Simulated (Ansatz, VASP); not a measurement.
Two plane-wave programs on HfO2

File POSCAR:

```
HfO2
1.0
    0.0000000000      2.6853750000      2.4296250000
    2.6853750000      0.0000000000      2.4296250000
    2.6853750000      2.6853750000      0.0000000000
Hf O
1 2
Direct
    0.0000000000      0.0000000000      0.0000000000
    0.2500000000      0.2500000000      0.2500000000
    0.7500000000      0.7500000000      0.7500000000
```

File INCAR.step1:

```
SYSTEM = HfO2
ALGO = Normal
EDIFF = 1E-4
ENCUT = 520
GGA = PE
ISMEAR = 0
LASPH = .TRUE.
LCHARG = .FALSE.
LREAL = .FALSE.
LWAVE = .TRUE.
NBANDS = 18
NELM = 100
PREC = Accurate
SIGMA = 0.05
```

INCAR.step2

```
SYSTEM = HfO2
ALGO = Normal
EDIFF = 1E-7
ENCUT = 520
ISIF = 2
ISMEAR = 0
ISTART = 1
LASPH = .TRUE.
LCHARG = .FALSE.
LMIXTAU = .TRUE.
LREAL = .FALSE.
LWAVE = .FALSE.
METAGGA = R2SCAN
NBANDS = 18
NELM = 100
PREC = Accurate
SIGMA = 0.05
```

Contents of KPOINTS:

```
k-points
0
G
  8 8 8
  0 0 0
```

Input for Ansatz:

```yaml
crystal:
  lattice:
    - [0.0, 2.685375, 2.429625]
    - [2.685375, 0.0, 2.429625]
    - [2.685375, 2.685375, 0.0]
  atoms:
    - { symbol: Hf, position: [0.0, 0.0, 0.0] }
    - { symbol: O, position: [0.25, 0.25, 0.25] }
    - { symbol: O, position: [0.75, 0.75, 0.75] }
basis:
  ecutwfc: 500
kpoints:
  mp_grid: { grid: [8, 8, 8] }
hamiltonian:
  xc: r2scan
scf:
  occupations: { method: gaussian, width: 0.05 }
output:
  forces: true
  stress: true
  eigenvalues: true
```

Change from the starting cell: strain +0.050 along x and y, -0.050 along z, atoms carried along.

Alike in both runs: task single point; functional r2SCAN; k mesh 8 × 8 × 8; occupations gaussian, width 0.05 eV; no spin polarisation.

|  | VASP | Ansatz |
| --- | --- | --- |
| version | VASP 6.6.1 | Ansatz 0.2.0 |
| potentials or method | VASP PAW PBE potentials, release 64 (Hf_pv, O), cutoff 520 eV | scalar-relativistic, plane waves, PAW |
| valence electrons in the cell | 22 | 38 |

Ansatz gave:

| Property | Result |
| --- | --- |
| gap on the k mesh at the Fermi level (eV) | 2.92 |
| least direct gap on the mesh (eV) | 3.15 |
| pressure (GPa) | -17.7 |
| traceless stress, the component that is largest in VASP (GPa) | 29.53 |

**Question.** Which values does VASP return?

**Answer.** gap on the k mesh at the Fermi level (eV): 2.89; least direct gap on the mesh (eV): 3.13; pressure (GPa): -20.9; traceless stress, the component that is largest in VASP (GPa): 29.91.

VASP's potentials were made for PBE, not for r2SCAN. VASP's potentials hold 22 valence electrons a cell and Ansatz's 38, so a difference there can come from the potentials and not from the codes.

Neither program's run includes spin-orbit coupling.
